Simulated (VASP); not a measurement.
# AlNi (Pm-3m) in VASP: further runs

Runs on AlNi. Level: PBEsol. Tasks: single point.

All numbers are computed with VASP 6.6.1; they aren't measurements. Logs are shortened: lines on timing, memory, paths and dates and some standing lists are left out, and cuts for length are marked.

## Step 1: The cell of the first run

Symmetry: Pm-3m, No. 221, cubic system. Conventional cell: a = 2.910 Å, b = 2.910 Å, c = 2.910 Å, α = 90.00°, β = 90.00°, γ = 90.00°. Al (site symmetry m-3m) has 8 Ni at 2.52 Å and 6 Al at 2.91 Å within 3.3 Å. Within 3.3 Å of Ni (site symmetry m-3m) lie 8 Al at 2.52 Å and 6 Ni at 2.91 Å.

## Step 2: Single point, PBEsol

INCAR reads:

```
SYSTEM = AlNi
PREC = Accurate ; ENCUT = 520
EDIFF = 1E-6 ; ISMEAR = 0
SIGMA = 0.15 ; LREAL = .False.
LASPH = .True. ; NELM = 80
ALGO = Normal ; ISIF = 2
LWAVE = .False. ; LCHARG = .True.
GGA = PS ; LELF = .True.
LVHAR = .True. ; NBANDS = 14
```

KPOINTS reads:

```
regular mesh
0
Gamma
  16 16 16
  0 0 0
```

POSCAR reads:

```
AlNi
1.0
    2.9096158249      0.0000000000      0.0000000000
    0.0000000000      2.9096158249      0.0000000000
    0.0000000000      0.0000000000      2.9096158249
Al Ni
1 1
Direct
    0.0000000000      0.0000000000      0.0000000000
    0.5000000000      0.5000000000      0.5000000000
```

Potentials or basis: VASP PAW PBE potentials, release 64 (Al, Ni).

Launch:

```
$ cat potpaw_PBE.64/Al/POTCAR potpaw_PBE.64/Ni/POTCAR > POTCAR
$ mpirun -np 1 vasp_std > vasp.out
```

OUTCAR:

```text
SYSTEM = AlNi
   PREC = Accurate
   ENCUT = 520
   EDIFF = 1E-6
   ISMEAR = 0
   LREAL = .False.
   LASPH = .True.
   NELM = 80
   ISIF = 2
   GGA = PS

 ion  position               nearest neighbor table
   1  0.000  0.000  0.000-   2 2.52   2 2.52   2 2.52   2 2.52   2 2.52   2 2.52   2 2.52   2 2.52

   2  0.500  0.500  0.500-   1 2.52   1 2.52   1 2.52   1 2.52   1 2.52   1 2.52   1 2.52   1 2.52

  LATTYP: Found a simple cubic cell.
 ALAT       =     2.9096158249

  Lattice vectors:

 A1 = (   2.9096158249,   0.0000000000,   0.0000000000)
 A2 = (   0.0000000000,   2.9096158249,   0.0000000000)
 A3 = (   0.0000000000,   0.0000000000,   2.9096158249)

Analysis of symmetry for initial positions (statically):
=====================================================================
 Subroutine PRICEL returns:
 Original cell was already a primitive cell.

 Routine SETGRP: Setting up the symmetry group for a
 simple cubic supercell.

 Subroutine GETGRP returns: Found 48 space group operations
 (whereof 48 operations were pure point group operations)
 out of a pool of 48 trial point group operations.

The static configuration has the point symmetry O_h .

Analysis of symmetry for dynamics (positions and initial velocities):
=====================================================================
 Subroutine PRICEL returns:
 Original cell was already a primitive cell.

 Routine SETGRP: Setting up the symmetry group for a
 simple cubic supercell.

 Subroutine GETGRP returns: Found 48 space group operations
 (whereof 48 operations were pure point group operations)
 out of a pool of 48 trial point group operations.

The dynamic configuration has the point symmetry O_h .

 Subroutine INISYM returns: Found 48 space group operations
 (whereof 48 operations are pure point group operations),
 and found     1 'primitive' translations

----------------------------------------------------------------------------------------

                                     Primitive cell

  volume of cell :      24.6324

  direct lattice vectors                    reciprocal lattice vectors
     2.909615825  0.000000000  0.000000000     0.343687985  0.000000000  0.000000000
     0.000000000  2.909615825  0.000000000     0.000000000  0.343687985  0.000000000
     0.000000000  0.000000000  2.909615825     0.000000000  0.000000000  0.343687985

  length of vectors
     2.909615825  2.909615825  2.909615825     0.343687985  0.343687985  0.343687985

  position of ions in fractional coordinates (direct lattice)
     0.000000000  0.000000000  0.000000000
     0.500000000  0.500000000  0.500000000

  ion indices of the primitive-cell ions
   primitive index   ion index
[... 82 lines left out ...]
   POTIM  = 0.5000    time-step for ionic-motion
   TEBEG  =    0.0;   TEEND  =   0.0 temperature during run
   PSTRESS=    0.0 pullay stress
   NELECT =      13.0000    total number of electrons
   NUPDOWN=      -1.0000    fix difference up-down
   EMIN   =  10.00;   EMAX   =-10.00  energy-range for DOS
   EFERMI =   0.00;   METHOD = LEGACY
   ISMEAR =     0;   SIGMA  =   0.15  broadening in eV -4-tet -1-fermi 0-gaus
   EFERMI_NEDOS =   21; number of points for ismear=-14 and -15
   IALGO  =     38    algorithm
   IMIX   =      4    mixing-type and parameters
     AMIX     =   0.40;   BMIX     =  1.00
     AMIX_MAG =   1.60;   BMIX_MAG =  1.00
  volume/ion in A,a.u.               =      12.32        83.11
  Fermi-wavevector in a.u.,A,eV,Ry     =   1.322981  2.500072 23.813990  1.750279
  Thomas-Fermi vector in A             =   2.452623
   LORBIT       =      0    0 simple, 1 ext, 2 COOP (PROOUT), +10 PAW based schemes
   GGA     = PS    functional components
   LHFCALC =     F    Hartree Fock is set to
   AEXX    =    0.0000 exact exchange contribution
   IVDW    =     0    specifies the selected vdW correction
   LEPSILON=     F    determine dielectric tensor
   LRPA    =     F    only Hartree local field effects (RPA)
 non-spin polarized calculation
 Gauss-broadening in eV      SIGMA  =   0.15
  energy-cutoff  :      520.00
  volume of cell :       24.63
 maximum number of plane-waves:       691
 NGX is ok and might be reduce to    24
   NGX = 11   NGY = 11   NGZ = 11

 number of electron      13.0000008 magnetization

 Free energy of the ion-electron system (eV)
  ---------------------------------------------------
  ext. energy  EPLUGINS =         0.00000000
  ---------------------------------------------------
  free energy    TOTEN  =       -11.56284056 eV

  energy without entropy =      -11.55390375  energy(sigma->0) =      -11.55837216

 E-fermi :   9.5177     XC(G=0): -12.0230

 val. band max:        9.4803814471   @ k =   0.3750   0.2500   0.1250
 cond. band min:       9.5196535029   @ k =   0.3750   0.3125   0.1250
 fundamental gap:      0.0392720558
 Fermi energy:         9.5176981472

 k-point     1 :       0.0000    0.0000    0.0000
  band No.  band energies     occupation
      1      -1.4039      2.00000
      2       6.4170      2.00000
      3       6.4170      2.00000
      4       8.0318      2.00000
      5       8.0318      2.00000
      6       8.0318      2.00000
      7      14.8851      0.00000
      8      14.8851      0.00000
      9      14.8851      0.00000
     10      17.5632      0.00000
     11      17.5632      0.00000
     12      22.7160      0.00000
     13      30.0704      0.00000
     14      30.0704      0.00000
[... 377 lines left out ...]
      1       2.9005      2.00000
      2       3.1707      2.00000
      3       6.9255      2.00000
      4       7.2874      2.00000
      5       7.3779      2.00000
      6       8.0211      2.00000
      7       8.8789      2.00000
      8      16.3584      0.00000
      9      17.2743      0.00000
     10      19.7854      0.00000
     11      20.2422      0.00000
     12      20.5341      0.00000
     13      24.5683      0.00000
     14      25.1348      0.00000

 [... further k-points ...]
[... 5 lines left out ...]
  --------------------------------------------------------------------------------------
  -------------------------------------------------------------------------------------
  Total       -1.1583601     -1.1583601     -1.1583601     -0.0000000      0.0000000     -0.0000000
  in kB      -75.3437482    -75.3437482    -75.3437482     -0.0000000      0.0000000     -0.0000000
  external PRESSURE =     -75.3437482 kB  Pullay stress =       0.0000000 kB

 VOLUME and BASIS-vectors are now :
 -----------------------------------------------------------------------------
  energy-cutoff  :      520.00
  volume of cell :       24.63
      direct lattice vectors                 reciprocal lattice vectors
     2.909615825  0.000000000  0.000000000     0.343687985  0.000000000  0.000000000
     0.000000000  2.909615825  0.000000000     0.000000000  0.343687985  0.000000000
     0.000000000  0.000000000  2.909615825     0.000000000  0.000000000  0.343687985

 POSITION                                       TOTAL-FORCE (eV/Angst)
 -----------------------------------------------------------------------------------
      0.00000      0.00000      0.00000         0.000000      0.000000      0.000000
      1.45481      1.45481      1.45481         0.000000      0.000000      0.000000
 -----------------------------------------------------------------------------------
    total drift:                                0.000000      0.000000     -0.000000

  FREE ENERGIE OF THE ION-ELECTRON SYSTEM (eV)
  ---------------------------------------------------
  free  energy   TOTEN  =       -11.5628405623 eV

  energy  without entropy=      -11.5539037488  energy(sigma->0) =      -11.55837216
```

OSZICAR:

```text
N       E                     dE             d eps       ncg     rms          rms(c)
DAV:   1     0.391585926158E+02    0.39159E+02   -0.53345E+03  4700   0.956E+02
DAV:   2    -0.114115313627E+02   -0.50570E+02   -0.45719E+02  4908   0.178E+02
DAV:   3    -0.131288568392E+02   -0.17173E+01   -0.17010E+01  5966   0.365E+01
DAV:   4    -0.131519240208E+02   -0.23067E-01   -0.23061E-01  5432   0.386E+00
DAV:   5    -0.131526218219E+02   -0.69780E-03   -0.69779E-03  6002   0.733E-01    0.125E+01
DAV:   6    -0.154454728053E+02   -0.22929E+01   -0.52826E+01  5346   0.100E+02    0.169E+01
DAV:   7    -0.115998290465E+02    0.38456E+01   -0.15129E+01  5448   0.592E+01    0.126E+00
DAV:   8    -0.115773346364E+02    0.22494E-01   -0.37411E-01  5870   0.653E+00    0.972E-01
DAV:   9    -0.115633402955E+02    0.13994E-01   -0.44618E-02  5946   0.262E+00    0.221E-01
DAV:  10    -0.115628400599E+02    0.50024E-03   -0.24689E-03  6162   0.662E-01    0.680E-02
DAV:  11    -0.115628413442E+02   -0.12843E-05   -0.83434E-05  6240   0.707E-02    0.143E-02
DAV:  12    -0.115628405623E+02    0.78189E-06   -0.21764E-06  4742   0.200E-02
   1 F= -.11562841E+02 E0= -.11558372E+02  d E =-.893681E-02
```

It took 25 s on 1 thread of Intel Xeon Platinum 8488C (Sapphire Rapids), shared host; peak memory 0.18 GiB.

Results:

* Free energy: -11.5628 eV
* Pressure: -7.5 GPa

Levels at points of the mesh, in eV from the Fermi level:
```
           k point  band 3  band 4  band 5  band 6  band 7  band 8  band 9  band 10
(0.00, 0.00, 0.00)   -3.10   -1.49   -1.49   -1.49    5.37    5.37    5.37     8.05
(0.50, 0.00, 0.00)   -2.65   -2.16   -2.16   -1.40   -0.63    8.26    9.84     9.84
(0.50, 0.50, 0.00)   -2.80   -2.80   -1.99   -1.99   -0.98    1.40    2.35    11.96
(0.50, 0.50, 0.50)   -3.95   -0.95   -0.95    2.00    2.00    2.00    3.46     4.34
```

Caveat: the PAW data sets were made with another functional, which shifts forces and pressure a little. Spin polarisation is off, so any magnetic state and its effect on volume and gap are missing.

## Step 3: Single point, PBEsol

This run uses another cell than the first one, of 12.62 Å³/atom, 1.025 times its volume.

INCAR reads:

```
SYSTEM = AlNi
PREC     = Accurate       ! precision mode
ENCUT    = 520            ! plane-wave cutoff, eV
EDIFF    = 1E-6           ! SCF threshold, eV
ISMEAR   = 0              ! smearing method
SIGMA    = 0.15           ! smearing width, eV
LREAL    = .False.        ! projectors in reciprocal space
LASPH    = .True.         ! aspherical terms in the spheres
NELM     = 80             ! most SCF steps
ALGO     = Fast           ! electronic algorithm
ISIF     = 2              ! what is computed and relaxed
LWAVE    = .False.        ! write WAVECAR
LCHARG   = .False.        ! write CHGCAR
GGA      = PS             ! functional
NBANDS   = 14             ! bands
```

KPOINTS reads:

```
Automatic mesh
0
Gamma
  16 16 16
  0 0 0
```

POSCAR reads:

```
AlNi
1.0
    2.9333689589      0.0000000000      0.0000000000
    0.0000000000      2.9333689589      0.0000000000
    0.0000000000      0.0000000000      2.9333689589
Al Ni
1 1
Direct
    0.0000000000      0.0000000000      0.0000000000
    0.5000000000      0.5000000000      0.5000000000
```

Potentials or basis: VASP PAW PBE potentials, release 64 (Al, Ni).

Launch:

```
$ cat potpaw_PBE.64/Al/POTCAR potpaw_PBE.64/Ni/POTCAR > POTCAR
$ mpirun -np 1 vasp_std > vasp.out
```

Run time: 30 s. Hardware: 1 thread of Intel Xeon Platinum 8488C (Sapphire Rapids), shared host; peak memory 0.18 GiB.

Results (log left out):

```
Free energy : -11.5281 eV
Pressure    : -11.0 GPa
```

Levels at points of the mesh, in eV from the Fermi level:
```
           k point  band 5  band 6  band 7  band 8  band 9  band 10
(0.00, 0.00, 0.00)   -1.44   -1.44    5.27    5.27    5.27     7.97
(0.50, 0.00, 0.00)   -2.10   -1.36   -0.62    8.22    9.72     9.72
(0.50, 0.50, 0.00)   -1.93   -1.93   -0.95    1.36    2.24    11.69
(0.50, 0.50, 0.50)   -0.92    2.02    2.02    2.02    3.25     4.24
```

Caveat: the PAW data sets were made with another functional, which shifts forces and pressure a little.
